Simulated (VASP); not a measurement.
# MoOs2 (Pnnm) in VASP: further runs

Runs on MoOs2. Level: PBE. Tasks: single point, relaxation of cell and atoms.

All numbers are computed with VASP 6.6.1; they aren't measurements. Logs are shortened: lines on timing, memory, paths and dates and some standing lists are left out, and cuts for length are marked.

### 1 The cell of the first run

Symmetry: Pnnm, No. 58, orthorhombic system. Conventional cell: a = 4.330 Å, b = 5.285 Å, c = 3.299 Å, α = 90.00°, β = 90.00°, γ = 90.00°. Within 2.9 Å of Mo (site symmetry 2/m) lie 6 Os at 2.18 to 2.19 Å. Os (site symmetry m) has 2 Os at 2.16 to 2.89 Å and 3 Mo at 2.18 to 2.19 Å within 2.9 Å.

### 2 Single point, PBE

The input, INCAR:

```
SYSTEM = MoOs2
PREC = Accurate
ENCUT = 600
EDIFF = 1E-6
ISMEAR = 0
SIGMA = 0.1
LREAL = .FALSE.
LASPH = .TRUE.
NELM = 120
ALGO = Normal
ISIF = 2
LWAVE = .FALSE.
LCHARG = .TRUE.
GGA = PE
LELF = .TRUE.
LVHAR = .TRUE.
NBANDS = 39
GGA_COMPAT = .FALSE.
```

The input, KPOINTS:

```
regular mesh
0
G
  4 4 6
  0 0 0
```

The input, POSCAR:

```
MoOs2
1.0
    4.3301906026      0.0000000000      0.0000000000
    0.0000000000      5.2849642134      0.0000000000
    0.0000000000      0.0000000000      3.2992299547
Mo Os
2 4
Direct
    0.0000000000      0.0000000000      0.0000000000
    0.5000000000      0.5000000000      0.5000000000
    0.2004000000      0.3787000000      0.0000000000
    0.7996000000      0.6213000000      0.0000000000
    0.7004000000      0.1213000000      0.5000000000
    0.2996000000      0.8787000000      0.5000000000
```

Potentials or basis: VASP PAW PBE potentials, release 64 (Mo_sv, Os).

Started as:

```sh
$ cat potpaw_PBE.64/Mo_sv/POTCAR potpaw_PBE.64/Os/POTCAR > POTCAR
$ mpirun -np 1 vasp_std > vasp.out
```

OUTCAR:

```text
SYSTEM = MoOs2
   PREC = Accurate
   ENCUT = 600
   EDIFF = 1E-6
   ISMEAR = 0
   LREAL = .FALSE.
   LASPH = .TRUE.
   NELM = 120
   ISIF = 2
   GGA = PE

 ion  position               nearest neighbor table
   1  0.000  0.000  0.000-   3 2.18   4 2.18   5 2.19   6 2.19   5 2.19   6 2.19   4 3.40   3 3.40

   2  0.500  0.500  0.500-   5 2.18   6 2.18   3 2.19   4 2.19   3 2.19   4 2.19   5 3.40   6 3.40

   3  0.200  0.379  0.000-   4 2.16   1 2.18   2 2.19   2 2.19   4 2.89   5 3.04   5 3.04   5 3.04
                             5 3.04   6 3.14   6 3.14   6 3.14   6 3.14   1 3.40
   4  0.800  0.621  0.000-   3 2.16   1 2.18   2 2.19   2 2.19   3 2.89   6 3.04   6 3.04   6 3.04
                             6 3.04   5 3.14   5 3.14   5 3.14   5 3.14   1 3.40
   5  0.700  0.121  0.500-   6 2.16   2 2.18   1 2.19   1 2.19   6 2.89   3 3.04   3 3.04   3 3.04
                             3 3.04   4 3.14   4 3.14   4 3.14   4 3.14   2 3.40
   6  0.300  0.879  0.500-   5 2.16   2 2.18   1 2.19   1 2.19   5 2.89   4 3.04   4 3.04   4 3.04
                             4 3.04   3 3.14   3 3.14   3 3.14   3 3.14   2 3.40

  LATTYP: Found a simple orthorhombic cell.
 ALAT       =     3.2992299547
 B/A-ratio  =     1.3124852351
 C/A-ratio  =     1.6018781006

  Lattice vectors:

 A1 = (   0.0000000000,   0.0000000000,   3.2992299547)
 A2 = (   4.3301906026,   0.0000000000,   0.0000000000)
 A3 = (   0.0000000000,   5.2849642134,   0.0000000000)

Analysis of symmetry for initial positions (statically):
=====================================================================
 Subroutine PRICEL returns:
 Original cell was already a primitive cell.

 Routine SETGRP: Setting up the symmetry group for a
 simple orthorhombic supercell.

 Subroutine GETGRP returns: Found  8 space group operations
 (whereof  4 operations were pure point group operations)
 out of a pool of  8 trial point group operations.

The static configuration has the point symmetry C_2h.
 The point group associated with its full space group is D_2h.

Analysis of symmetry for dynamics (positions and initial velocities):
=====================================================================
 Subroutine PRICEL returns:
 Original cell was already a primitive cell.

 Routine SETGRP: Setting up the symmetry group for a
 simple orthorhombic supercell.

 Subroutine GETGRP returns: Found  8 space group operations
 (whereof  4 operations were pure point group operations)
 out of a pool of  8 trial point group operations.

The dynamic configuration has the point symmetry C_2h.
 The point group associated with its full space group is D_2h.
[... 112 lines left out ...]
   NFREE  =      0    steps in history (QN), initial steepest desc. (CG)
   ISIF   =      2    stress and relaxation
   ISYM   =      2    0-nonsym 1-usesym 2-fastsym
   POTIM  = 0.5000    time-step for ionic-motion
   TEBEG  =    0.0;   TEEND  =   0.0 temperature during run
   PSTRESS=    0.0 pullay stress
   NELECT =      60.0000    total number of electrons
   NUPDOWN=      -1.0000    fix difference up-down
   EMIN   =  10.00;   EMAX   =-10.00  energy-range for DOS
   EFERMI =   0.00;   METHOD = LEGACY
   ISMEAR =     0;   SIGMA  =   0.10  broadening in eV -4-tet -1-fermi 0-gaus
   EFERMI_NEDOS =   21; number of points for ismear=-14 and -15
   IALGO  =     38    algorithm
   IMIX   =      4    mixing-type and parameters
     AMIX     =   0.40;   BMIX     =  1.00
     AMIX_MAG =   1.60;   BMIX_MAG =  1.00
  volume/ion in A,a.u.               =      12.58        84.92
  Fermi-wavevector in a.u.,A,eV,Ry     =   1.516368  2.865521 31.284867  2.299373
  Thomas-Fermi vector in A             =   2.625767
   LORBIT       =      0    0 simple, 1 ext, 2 COOP (PROOUT), +10 PAW based schemes
   GGA     = PE    functional components
   LHFCALC =     F    Hartree Fock is set to
   AEXX    =    0.0000 exact exchange contribution
   IVDW    =     0    specifies the selected vdW correction
   LEPSILON=     F    determine dielectric tensor
   LRPA    =     F    only Hartree local field effects (RPA)
 non-spin polarized calculation
 Gauss-broadening in eV      SIGMA  =   0.10
  energy-cutoff  :      600.00
  volume of cell :       75.50
 maximum number of plane-waves:      2554
 NGX is ok and might be reduce to    36
   NGX = 17   NGY = 21   NGZ = 13

 number of electron      60.0000005 magnetization

 Free energy of the ion-electron system (eV)
  ---------------------------------------------------
  ext. energy  EPLUGINS =         0.00000000
  ---------------------------------------------------
  free energy    TOTEN  =       -42.01246297 eV

  energy without entropy =      -41.98912090  energy(sigma->0) =      -42.00079193

 E-fermi :  12.8652     XC(G=0): -14.3735

 val. band max:       12.8393430970   @ k =   0.0000   0.2500   0.3333
 cond. band min:      12.8818342970   @ k =   0.5000   0.5000   0.1667
 fundamental gap:      0.0424911999
 Fermi energy:        12.8652407890

 k-point     1 :       0.0000    0.0000    0.0000
  band No.  band energies     occupation
      1     -48.1795      2.00000
      2     -48.0642      2.00000
      3     -22.8354      2.00000
      4     -22.8121      2.00000
      5     -22.7535      2.00000
      6     -22.7008      2.00000
[... 997 lines left out ...]
     38      16.0412      0.00000
     39      17.1739      0.00000

 [... further k-points ...]

------------------------ aborting loop because EDIFF is reached ----------------------------------------

  FORCE on cell =-STRESS in cart. coord.  units (eV):
  Direction    XX          YY          ZZ          XY          YZ          ZX
  --------------------------------------------------------------------------------------
  -------------------------------------------------------------------------------------
  Total       94.6943541     99.1667568     92.2224186      0.0000000      0.0000000      0.0000000
  in kB     2009.4306286   2104.3357915   1956.9757278      0.0000000      0.0000000      0.0000000
  external PRESSURE =    2023.5807160 kB  Pullay stress =       0.0000000 kB

 VOLUME and BASIS-vectors are now :
 -----------------------------------------------------------------------------
  energy-cutoff  :      600.00
  volume of cell :       75.50
      direct lattice vectors                 reciprocal lattice vectors
     4.330190603  0.000000000  0.000000000     0.230936717  0.000000000  0.000000000
     0.000000000  5.284964213  0.000000000     0.000000000  0.189216040  0.000000000
     0.000000000  0.000000000  3.299229955     0.000000000  0.000000000  0.303101031

 POSITION                                       TOTAL-FORCE (eV/Angst)
 -----------------------------------------------------------------------------------
      0.00000      0.00000      0.00000         0.000000      0.000000      0.000000
      2.16510      2.64248      1.64961         0.000000      0.000000      0.000000
      0.86777      2.00142      0.00000        -0.124969     -2.083692      0.000000
      3.46242      3.28355      0.00000         0.124969      2.083692      0.000000
      3.03287      0.64107      1.64961        -0.124969      2.083692      0.000000
      1.29733      4.64390      1.64961         0.124969     -2.083692     -0.000000
 -----------------------------------------------------------------------------------
    total drift:                                0.000000      0.000000      0.000000

  FREE ENERGIE OF THE ION-ELECTRON SYSTEM (eV)
  ---------------------------------------------------
  free  energy   TOTEN  =       -42.0124629746 eV

  energy  without entropy=      -41.9891208952  energy(sigma->0) =      -42.00079193
```

OSZICAR:

```text
N       E                     dE             d eps       ncg     rms          rms(c)
DAV:   1     0.749590100875E+03    0.74959E+03   -0.34739E+04  2824   0.177E+03
DAV:   2     0.481644163063E+01   -0.74477E+03   -0.71310E+03  2850   0.601E+02
DAV:   3    -0.420417905535E+02   -0.46858E+02   -0.43520E+02  3642   0.127E+02
DAV:   4    -0.437309771795E+02   -0.16892E+01   -0.16683E+01  3397   0.249E+01
DAV:   5    -0.437722764072E+02   -0.41299E-01   -0.41253E-01  3329   0.340E+00    0.718E+01
DAV:   6    -0.426029170228E+02    0.11694E+01   -0.19010E+00  4147   0.704E+00    0.433E+01
DAV:   7    -0.425541532672E+02    0.48764E-01   -0.44587E+00  3609   0.147E+01    0.118E+01
DAV:   8    -0.420121997448E+02    0.54195E+00   -0.15587E+00  3613   0.883E+00    0.278E+00
DAV:   9    -0.420139862332E+02   -0.17865E-02   -0.16763E-01  3634   0.242E+00    0.691E-01
DAV:  10    -0.420125544209E+02    0.14318E-02   -0.96656E-03  3430   0.746E-01    0.226E-01
DAV:  11    -0.420125113887E+02    0.43032E-04   -0.42229E-04  3344   0.144E-01    0.754E-02
DAV:  12    -0.420124641987E+02    0.47190E-04   -0.51629E-05  3139   0.534E-02    0.534E-02
DAV:  13    -0.420124630240E+02    0.11747E-05   -0.18182E-05  4041   0.240E-02    0.143E-02
DAV:  14    -0.420124629746E+02    0.49370E-07   -0.19175E-06  1956   0.112E-02
   1 F= -.42012463E+02 E0= -.42000792E+02  d E =-.233421E-01
```

stdout:

```text
POSCAR found type information on POSCAR MoOs
 POSCAR found :  2 types and       6 ions
 scaLAPACK will be used
 LDA part: xc-table for (Slater+PW92), standard interpolation
 POSCAR, INCAR and KPOINTS ok, starting setup
 FFT: planning ... GRIDC
 FFT: planning ... GRID_SOFT
 FFT: planning ... GRID
 WAVECAR not read
 entering main loop
```

It took 54 s on 1 thread of Intel Xeon 6975P-C (Granite Rapids), shared host; peak memory 0.25 GiB.

Results:

```
Free energy            : -42.0125 eV
Pressure               : 202.4 GPa
Largest force          : 2.087 eV/Å
Band gap on the k mesh : zero (bands 30 and 31 overlap by 1.55 eV)
```

Forces on the atoms (eV/Å):
```
Mo   0.000  0.000  0.000
Mo   0.000  0.000  0.000
Os  -0.125 -2.084  0.000
Os   0.125  2.084  0.000
Os  -0.125  2.084  0.000
Os   0.125 -2.084  0.000
```

Levels at points of the mesh, in eV from the Fermi level:
```
           k point  band 26  band 27  band 28  band 29  band 30  band 31  band 32  band 33  band 34  band 35
(0.00, 0.00, 0.00)    -2.05    -1.89    -1.82    -1.63    -1.53    -1.05     0.52     1.01     1.47     4.49
(0.50, 0.00, 0.00)    -1.74    -1.15    -1.15    -0.31    -0.31     1.03     1.03     1.94     1.94     2.71
(0.00, 0.50, 0.00)    -2.29    -2.09    -2.09    -0.61    -0.61     1.46     1.46     2.19     2.19     3.43
(0.50, 0.50, 0.00)    -3.13    -2.47    -2.47     0.50     0.50     0.59     0.59     0.84     0.84     2.08
(0.00, 0.00, 0.50)    -1.74    -1.17    -1.17    -0.26    -0.26     0.06     0.06     1.56     1.56     2.12
(0.50, 0.00, 0.50)    -2.80    -1.68    -1.68    -1.11    -1.11     0.56     0.56     1.57     1.57     1.79
(0.00, 0.50, 0.50)    -2.04    -1.22    -1.22    -0.87    -0.87    -0.31    -0.31     2.15     2.15     2.38
(0.50, 0.50, 0.50)    -1.57    -1.06    -1.06     0.29     0.29     0.53     0.53     1.33     1.33     1.73
```

Caveat: the k points lie up to 0.36 Å⁻¹ apart, too coarse for converged energies and pressures of a metal; spin-orbit coupling is left out, which moves the levels of the heavy elements; forces of over 1 eV/Å act on the atoms, so gaps and moduli don't describe the material at rest.

(Part 1 of 2 ends here.)
